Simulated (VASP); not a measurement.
# Ta (I4/mmm) in VASP: a series of runs

Ta is run at these levels: PBEsol; tasks: single point.

All numbers are computed with VASP 6.6.1; they aren't measurements. Logs are shortened: lines on timing, memory, paths and dates and some standing lists are left out, and cuts for length are marked.

### Step 1. The cell of the first run

It takes space group I4/mmm (No. 139, tetragonal). Conventional cell: a = 3.137 Å, b = 3.137 Å, c = 3.220 Å, α = 90.00°, β = 90.00°, γ = 90.00°. Within 3.6 Å of Ta (site symmetry 4/mmm) lie 14 Ta at 2.74 to 3.22 Å.

### Step 2. Single point, PBEsol (strain -0.050 along x and y, -0.025 along z)

INCAR

```
PREC = Accurate
ENCUT = 520
EDIFF = 1E-6
ISMEAR = 0
SIGMA = 0.15
LREAL = F
LASPH = T
NELM = 100
ALGO = Fast
ISIF = 2
LWAVE = F
LCHARG = T
GGA = PS
LELF = T
LVHAR = T
NBANDS = 12
```

KPOINTS

```
Automatic mesh
0
Gamma
  20 20 20
```

POSCAR

```
Ta
1.0
   -1.5687160000      1.5687160000      1.6099980000
    1.5687160000     -1.5687160000      1.6099980000
    1.5687160000      1.5687160000     -1.6099980000
Ta
1
Direct
    0.0000000000      0.0000000000      0.0000000000
```

Potentials or basis: VASP PAW PBE potentials, release 64 (Ta_pv).

Launch:

```console
$ cat potpaw_PBE.64/Ta_pv/POTCAR > POTCAR
$ mpirun -np 1 vasp_std > vasp.out
```

OUTCAR:

```text
PREC = Accurate
   ENCUT = 520
   EDIFF = 1E-6
   ISMEAR = 0
   LREAL = F
   LASPH = T
   NELM = 100
   ISIF = 2
   GGA = PS

 ion  position               nearest neighbor table
   1  0.000  0.000  0.000-

  LATTYP: Found a body centered tetragonal cell.
 ALAT       =     3.1374320000
 C/A-ratio  =     1.0263157895

  Lattice vectors:

 A1 = (  -1.5687160000,   1.5687160000,   1.6099980000)
 A2 = (   1.5687160000,  -1.5687160000,   1.6099980000)
 A3 = (   1.5687160000,   1.5687160000,  -1.6099980000)

Analysis of symmetry for initial positions (statically):
=====================================================================
 Subroutine PRICEL returns:
 Original cell was already a primitive cell.

 Routine SETGRP: Setting up the symmetry group for a
 body centered tetragonal supercell.

 Subroutine GETGRP returns: Found 16 space group operations
 (whereof 16 operations were pure point group operations)
 out of a pool of 16 trial point group operations.

The static configuration has the point symmetry D_4h.

Analysis of symmetry for dynamics (positions and initial velocities):
=====================================================================
 Subroutine PRICEL returns:
 Original cell was already a primitive cell.

 Routine SETGRP: Setting up the symmetry group for a
 body centered tetragonal supercell.

 Subroutine GETGRP returns: Found 16 space group operations
 (whereof 16 operations were pure point group operations)
 out of a pool of 16 trial point group operations.

The dynamic configuration has the point symmetry D_4h.

 Subroutine INISYM returns: Found 16 space group operations
 (whereof 16 operations are pure point group operations),
 and found     1 'primitive' translations

----------------------------------------------------------------------------------------

                                     Primitive cell

  volume of cell :      15.8480

  direct lattice vectors                    reciprocal lattice vectors
    -1.568716000  1.568716000  1.609998000     0.000000000  0.318732008  0.310559392
     1.568716000 -1.568716000  1.609998000     0.318732008  0.000000000  0.310559392
     1.568716000  1.568716000 -1.609998000     0.318732008  0.318732008  0.000000000

  length of vectors
     2.741137234  2.741137234  2.741137234     0.445013740  0.445013740  0.450755128

  position of ions in fractional coordinates (direct lattice)
     0.000000000  0.000000000  0.000000000

  ion indices of the primitive-cell ions
   primitive index   ion index
                 1           1

----------------------------------------------------------------------------------------

 KPOINTS: Automatic mesh

Automatic generation of k-mesh.
 Grid dimensions read from file:
 generate k-points for:   20   20   20

 Generating k-lattice:

  Cartesian coordinates                     Fractional coordinates (reciprocal lattice)
     0.000000000  0.015936600  0.015527970     0.050000000  0.000000000 -0.000000000
     0.015936600  0.000000000  0.015527970     0.000000000  0.050000000 -0.000000000
     0.015936600  0.015936600  0.000000000     0.000000000  0.000000000  0.050000000

  Length of vectors
     0.022250687  0.022250687  0.022537756

  Shift w.r.t. Gamma in fractional coordinates (k-lattice)
     0.000000000  0.000000000  0.000000000

 Subroutine IBZKPT returns following result:
 ===========================================

 Found    641 irreducible k-points:

 Following reciprocal coordinates:
            Coordinates               Weight
  0.000000  0.000000  0.000000      1.000000
  0.050000 -0.000000  0.000000      8.000000
  0.100000  0.000000 -0.000000      8.000000
  0.150000  0.000000  0.000000      8.000000
  0.200000  0.000000 -0.000000      8.000000
  0.250000  0.000000  0.000000      8.000000
[... 16 lines left out ...]
 -0.400000  0.050000  0.000000     16.000000
 -0.350000  0.050000  0.000000     16.000000
 [... further k-points ...]
   k-points           NKPTS =    641   k-points in BZ     NKDIM =    641   number of bands    NBANDS=     12
   number of dos      NEDOS =    301   number of ions     NIONS =      1
   total plane-waves  NPLWV =   8000
   dimension x,y,z NGX =    20 NGY =   20 NGZ =   20
   dimension x,y,z NGXF=    40 NGYF=   40 NGZF=   40
   ions per type =               1
   NGX,Y,Z   is equivalent  to a cutoff of  12.13, 12.13, 12.13 a.u.
   NGXF,Y,Z  is equivalent  to a cutoff of  24.26, 24.26, 24.26 a.u.
 SYSTEM =  unknown system
   PREC   = accura    normal or accurate (medium, high low for compatibility)
   ISTART =      0    job   : 0-new  1-cont  2-samecut
   ICHARG =      2    charge: 1-file 2-atom 10-const
   ISPIN  =      1    spin polarized calculation?
   LNONCOLLINEAR =      F non collinear calculations
   LSORBIT =      F    spin-orbit coupling
   LASPH  =      T    aspherical Exc in radial PAW
   ENCUT  =  520.0 eV  38.22 Ry    6.18 a.u.   5.10  5.10  5.10*2*pi/ulx,y,z
   NELM   =    100;   NELMIN=  2; NELMDL= -5     # of ELM steps
   EDIFF  = 0.1E-05   stopping-criterion for ELM
   LREAL  =      F    real-space projection
[... 7 lines left out ...]
   TEBEG  =    0.0;   TEEND  =   0.0 temperature during run
   PSTRESS=    0.0 pullay stress
   NELECT =      11.0000    total number of electrons
   NUPDOWN=      -1.0000    fix difference up-down
   EMIN   =  10.00;   EMAX   =-10.00  energy-range for DOS
   EFERMI =   0.00;   METHOD = LEGACY
   ISMEAR =     0;   SIGMA  =   0.15  broadening in eV -4-tet -1-fermi 0-gaus
   EFERMI_NEDOS =   21; number of points for ismear=-14 and -15
   IALGO  =     68    algorithm
   IMIX   =      4    mixing-type and parameters
     AMIX     =   0.40;   BMIX     =  1.00
     AMIX_MAG =   1.60;   BMIX_MAG =  1.00
  volume/ion in A,a.u.               =      15.85       106.95
  Fermi-wavevector in a.u.,A,eV,Ry     =   1.449487  2.739134 28.586021  2.101013
  Thomas-Fermi vector in A             =   2.567208
   LORBIT       =      0    0 simple, 1 ext, 2 COOP (PROOUT), +10 PAW based schemes
   GGA     = PS    functional components
   LHFCALC =     F    Hartree Fock is set to
   AEXX    =    0.0000 exact exchange contribution
   IVDW    =     0    specifies the selected vdW correction
   LEPSILON=     F    determine dielectric tensor
   LRPA    =     F    only Hartree local field effects (RPA)
 non-spin polarized calculation
 RMM-DIIS sequential band-by-band and
 Gauss-broadening in eV      SIGMA  =   0.15
  energy-cutoff  :      520.00
  volume of cell :       15.85
 maximum number of plane-waves:       440
   NGX = 11   NGY = 11   NGZ = 11

 number of electron      11.0000000 magnetization

 Free energy of the ion-electron system (eV)
  ---------------------------------------------------
  ext. energy  EPLUGINS =         0.00000000
  ---------------------------------------------------
  free energy    TOTEN  =       -12.40497019 eV

  energy without entropy =      -12.39159154  energy(sigma->0) =      -12.39828086

 E-fermi :   6.3998     XC(G=0): -13.3977

 val. band max:        6.3992776426   @ k =   0.2000   0.0000  -0.0000
 cond. band min:       6.4034942062   @ k =  -0.2000   0.2500   0.1000
 fundamental gap:      0.0042165636
 Fermi energy:         6.3997735475

 k-point     1 :       0.0000    0.0000    0.0000
  band No.  band energies     occupation
      1     -26.1069      2.00000
      2     -26.1016      2.00000
      3     -26.1016      2.00000
      4      -1.9979      2.00000
      5       6.9799      0.00000
      6       6.9799      0.00000
      7       7.3566      0.00000
      8      10.5693      0.00000
      9      11.1030      0.00000
     10      21.7211      0.00000
     11      22.2304      0.00000
     12      22.2304      0.00000

 k-point     2 :       0.0500   -0.0000    0.0000
  band No.  band energies     occupation
      1     -26.1534      2.00000
      2     -26.1157      2.00000
      3     -26.1043      2.00000
      4      -1.8658      2.00000
      5       6.9600      0.00000
      6       6.9780      0.00000
      7       7.4012      0.00000
      8      10.4536      0.00000
      9      11.0601      0.00000
     10      21.9520      0.00000
     11      22.4543      0.00000
     12      22.5008      0.00000

 k-point     3 :       0.1000    0.0000   -0.0000
  band No.  band energies     occupation
      1     -26.2940      2.00000
      2     -26.1563      2.00000
      3     -26.1050      2.00000
      4      -1.4836      2.00000
      5       6.8105      0.00011
      6       6.8759      0.00001
      7       7.7119      0.00000
      8      10.1663      0.00000
      9      11.0007      0.00000
     10      22.3930      0.00000
     11      23.1065      0.00000
     12      23.3875      0.00000
[... 286 lines left out ...]
 k-point    23 :      -0.4000    0.0500    0.0000
  band No.  band energies     occupation
      1     -27.6431      2.00000
      2     -26.5827      2.00000
      3     -26.1317      2.00000
      4       1.5297      2.00000
      5       4.8685      2.00000
      6       6.9785      0.00000
      7      10.5198      0.00000
      8      11.7805      0.00000
      9      13.5357      0.00000
     10      20.3641      0.00000
     11      21.3661      0.00000
     12      21.8787      0.00000

 k-point    24 :      -0.3500    0.0500    0.0000
  band No.  band energies     occupation
      1     -27.4400      2.00000
      2     -26.5120      2.00000
      3     -26.1308      2.00000
      4       1.3733      2.00000
      5       5.1395      2.00000
      6       6.3502      1.36004
      7      10.2725      0.00000
      8      11.5639      0.00000
      9      12.2224      0.00000
     10      21.3041      0.00000
     11      21.4760      0.00000
     12      23.0556      0.00000

 [... further k-points ...]
[... 5 lines left out ...]
  --------------------------------------------------------------------------------------
  -------------------------------------------------------------------------------------
  Total        2.9360988      2.9360988      2.5262271      0.0000000      0.0000000      0.0000000
  in kB      296.8296443    296.8296443    255.3929988      0.0000000      0.0000000      0.0000000
  external PRESSURE =     283.0174291 kB  Pullay stress =       0.0000000 kB

 VOLUME and BASIS-vectors are now :
 -----------------------------------------------------------------------------
  energy-cutoff  :      520.00
  volume of cell :       15.85
      direct lattice vectors                 reciprocal lattice vectors
    -1.568716000  1.568716000  1.609998000     0.000000000  0.318732008  0.310559392
     1.568716000 -1.568716000  1.609998000     0.318732008  0.000000000  0.310559392
     1.568716000  1.568716000 -1.609998000     0.318732008  0.318732008  0.000000000

 POSITION                                       TOTAL-FORCE (eV/Angst)
 -----------------------------------------------------------------------------------
      0.00000      0.00000      0.00000        -0.000000     -0.000000      0.000000
 -----------------------------------------------------------------------------------
    total drift:                                0.000000      0.000000      0.000000

  FREE ENERGIE OF THE ION-ELECTRON SYSTEM (eV)
  ---------------------------------------------------
  free  energy   TOTEN  =       -12.4049701873 eV

  energy  without entropy=      -12.3915915360  energy(sigma->0) =      -12.39828086
```

Wall time 2.4 min (1 thread of Intel Xeon 8259CL, shared host); peak memory 0.22 GiB.

What came out:

| Property | Result |
| --- | --- |
| Free energy | -12.4050 eV |
| Pressure | 28.3 GPa |
| Band gap on the k mesh | zero (an odd number of electrons rules out a gap without spin polarisation) |

Levels at points of the mesh, in eV from the Fermi level:
| k point | band 1 | band 2 | band 3 | band 4 | band 5 | band 6 | band 7 | band 8 | band 9 | band 10 |
| --- | --- | --- | --- | --- | --- | --- | --- | --- | --- | --- |
| (0.00, 0.00, 0.00) | -32.51 | -32.50 | -32.50 | -8.40 | 0.58 | 0.58 | 0.96 | 4.17 | 4.70 | 15.32 |
| (0.50, 0.00, 0.00) | -34.28 | -33.05 | -32.51 | -5.00 | -1.84 | 2.24 | 4.19 | 5.59 | 9.10 | 12.61 |
| (0.50, 0.50, 0.00) | -34.27 | -33.09 | -32.55 | -5.01 | -2.23 | 2.46 | 4.78 | 5.80 | 9.21 | 12.52 |
| (0.50, 0.50, 0.50) | -33.78 | -33.69 | -33.69 | -4.69 | -4.60 | 7.86 | 7.99 | 7.99 | 9.49 | 10.17 |

Caveat: the cell differs from its parent crystal (strain -0.050 along x and y, -0.025 along z); the cell stands under pressure; the PAW data sets were made with another functional, which shifts forces and pressure a little; spin-orbit coupling is left out, which moves the levels of the heavy elements.

### Step 3. Single point, PBEsol (strain -0.050 along x and y, +0.000 along z)

INCAR

```
PREC = Accurate
ENCUT = 520
EDIFF = 1E-6
ISMEAR = 0
SIGMA = 0.15
LREAL = False
LASPH = True
NELM = 100
ALGO = Normal
ISIF = 2
LWAVE = False
LCHARG = False
GGA = PS
NBANDS = 12
```

KPOINTS is that of step 2.

POSCAR

```
Ta
1.0
   -1.5687160000      1.5687160000      1.6512800000
    1.5687160000     -1.5687160000      1.6512800000
    1.5687160000      1.5687160000     -1.6512800000
Ta
1
Direct
    0.0000000000      0.0000000000      0.0000000000
```

Potentials or basis: VASP PAW PBE potentials, release 64 (Ta_pv).

Launch:

```console
$ cat potpaw_PBE.64/Ta_pv/POTCAR > POTCAR
$ mpirun -np 1 vasp_std > vasp.out
```

Run time: 2 min. Hardware: 1 thread of Intel Xeon 8259CL, shared host; peak memory 0.25 GiB.

The run converged. Its results:

| Item | Value |
| --- | --- |
| Free energy | -12.4573 eV |
| Pressure | 21.0 GPa |
| Band gap on the k mesh | zero (an odd number of electrons rules out a gap without spin polarisation) |

Stress tensor (GPa, compression positive):
```
23.52  0.00  0.00
 0.00 23.52  0.00
 0.00  0.00 15.91
```

Levels at points of the mesh, in eV from the Fermi level:
```
           k point  band 2  band 3  band 4  band 5  band 6  band 7  band 8  band 9
(0.00, 0.00, 0.00)  -32.61  -32.61   -8.31    0.50    0.50    1.21    3.83    4.82
(0.50, 0.00, 0.00)  -33.10  -32.61   -4.88   -1.62    2.02    3.79    5.51    8.76
(0.50, 0.50, 0.00)  -33.18  -32.67   -4.88   -2.36    2.44    4.98    5.82    8.97
(0.50, 0.50, 0.50)  -33.67  -33.67   -4.56   -4.38    7.56    7.81    7.81    8.79
```

Caveat: the cell differs from its parent crystal (strain -0.050 along x and y, +0.000 along z); the cell stands under pressure; the PAW data sets were made with another functional, which shifts forces and pressure a little; spin-orbit coupling is left out, which moves the levels of the heavy elements.

(Continued in part 2 of 2.)
